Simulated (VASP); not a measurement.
A run of VASP 6.6.1:

POSCAR

```
BeS
1.0
    0.0000000000      2.5723313936      2.5723313936
    2.5723313936      0.0000000000      2.5723313936
    2.5723313936      2.5723313936      0.0000000000
Be S
1 1
Direct
    0.0000000000      0.0000000000      0.0000000000
    0.2500000000      0.2500000000      0.2500000000
```

Contents of INCAR.step1:

```
PREC     = Accurate       # precision mode
ENCUT    = 520            # plane-wave cutoff, eV
EDIFF    = 1E-5           # SCF threshold, eV
ISMEAR   = 0              # smearing method
SIGMA    = 0.01           # smearing width, eV
LREAL    = False          # projectors in reciprocal space
LASPH    = True           # aspherical terms in the spheres
NELM     = 100            # most SCF steps
ALGO     = Normal         # electronic algorithm
ISIF     = 2              # what is computed and relaxed
LWAVE    = True           # write WAVECAR
GGA      = PE             # functional
NBANDS   = 11             # bands
```

Contents of INCAR.step2:

```
PREC     = Accurate       # precision mode
ENCUT    = 520            # plane-wave cutoff, eV
EDIFF    = 1E-6           # SCF threshold, eV
ISMEAR   = 0              # smearing method
SIGMA    = 0.01           # smearing width, eV
LREAL    = False          # projectors in reciprocal space
LASPH    = True           # aspherical terms in the spheres
NELM     = 100            # most SCF steps
ALGO     = Normal         # electronic algorithm
ISIF     = 2              # what is computed and relaxed
LWAVE    = False          # write WAVECAR
LCHARG   = True           # write CHGCAR
GGA      = PE             # functional
LHFCALC  = True           # exact exchange
HFSCREEN = 0.2079         # screening, 1/A
PRECFOCK = Normal       
LELF     = True           # ELF
LVHAR    = True         
ISTART   = 1            
NBANDS   = 11             # bands
```

KPOINTS

```
Automatic mesh
0
Gamma
  6 6 6
```

Potentials or basis: VASP PAW PBE potentials, release 64 (Be, S).

Command:

```bash
$ cat potpaw_PBE.64/Be/POTCAR potpaw_PBE.64/S/POTCAR > POTCAR
$ cp INCAR.step1 INCAR
$ mpirun -np 1 vasp_std > vasp.out
$ cp INCAR.step2 INCAR
$ mpirun -np 1 vasp_std > vasp.out
```

Hardware: 1 thread of Intel(R) Xeon(R) Platinum 8375C CPU @ 2.90GHz (Ice Lake) (shared host).

How long does it take, and how much memory?

Wall time 9.6 min on 1 thread of Intel(R) Xeon(R) Platinum 8375C CPU @ 2.90GHz (Ice Lake) (shared host), peak memory 0.26 GiB. Counts: k points 16.
